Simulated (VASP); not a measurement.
Hg, 3 atoms in the cell. The structure is hexagonal, space group P6/mmm (No. 191). The conventional cell has a = 4.540 Å, b = 4.540 Å, c = 3.870 Å, α = 90.00°, β = 90.00°, γ = 120.00°. Hg (site symmetry -6m2) has 9 Hg at 2.62 to 3.26 Å within 3.5 Å. Hg (site symmetry 6/mmm) has 14 Hg at 3.26 to 3.87 Å within 4.3 Å. 

- Program: VASP 6.6.1
- Task: single point
- Functional: PBE
- Potentials or basis: VASP PAW PBE potentials, release 64 (Hg_sv_GW)
- Cutoff: 550 eV
- k mesh: 3 × 3 × 2
- Occupations: fermi-dirac, width 0.025852 eV
- Spin: no spin polarisation
- Dipole correction: no
- Further INCAR settings: ALGO = Normal; EDIFF = 1e-06; NBANDS = 37

Potentials or basis: VASP PAW PBE potentials, release 64 (Hg_sv_GW).

Run with:

```console
$ cat potpaw_PBE.64/Hg_sv_GW/POTCAR > POTCAR
$ mpirun -np 1 vasp_std > vasp.out
```

Hardware: 1 thread of AMD EPYC 7R43 64-Core Processor (Zen 3) (shared host).

Problem. How long does it take, and how much memory?

Solution. Wall time 28 s on 1 thread of AMD EPYC 7R43 64-Core Processor (Zen 3), with other jobs on the host, peak memory 0.16 GiB. Counts: scf iterations 12, k points 6.
